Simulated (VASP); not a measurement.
A run of VASP 6.6.1:

The input INCAR:

```
PREC     = Accurate       # precision mode
ENCUT    = 520            # plane-wave cutoff, eV
EDIFF    = 1E-6           # SCF threshold, eV
ISMEAR   = -1             # smearing method
SIGMA    = 0.05           # smearing width, eV
LREAL    = False          # projectors in reciprocal space
LASPH    = True           # aspherical terms in the spheres
NELM     = 150            # most SCF steps
ALGO     = Normal         # electronic algorithm
ISIF     = 2              # what is computed and relaxed
LWAVE    = False          # write WAVECAR
LCHARG   = False          # write CHGCAR
ISPIN    = 2              # spin polarisation
MAGMOM   = 2.263          # initial moments
LORBIT   = 11             # projections on sites
LMAXMIX  = 4              # l up to which the mixer works
GGA      = PS             # functional
NBANDS   = 14             # bands
```

File KPOINTS:

```
regular mesh
0
Gamma
  15 15 15
```

POSCAR

```
Fe
1.0
    2.3290547973      0.0000000000      0.0000000000
    0.0000000000      2.3290547973      0.0000000000
    0.0000000000      0.0000000000      2.3290547973
Fe
1
Direct
    0.0000000000      0.0000000000      0.0000000000
```

Potentials or basis: VASP PAW PBE potentials, release 64 (Fe).

The run is started by

```sh
$ cat potpaw_PBE.64/Fe/POTCAR > POTCAR
$ mpirun -np 1 vasp_std > vasp.out
```

Hardware: 1 thread of Intel(R) Xeon(R) 6975P-C (Granite Rapids), with other jobs on the host.

Estimate the wall time of this run.

It took 15 s on 1 thread of Intel(R) Xeon(R) 6975P-C (Granite Rapids), on a shared host, peak memory 0.14 GiB. Counts: scf iterations 14, k points 120.
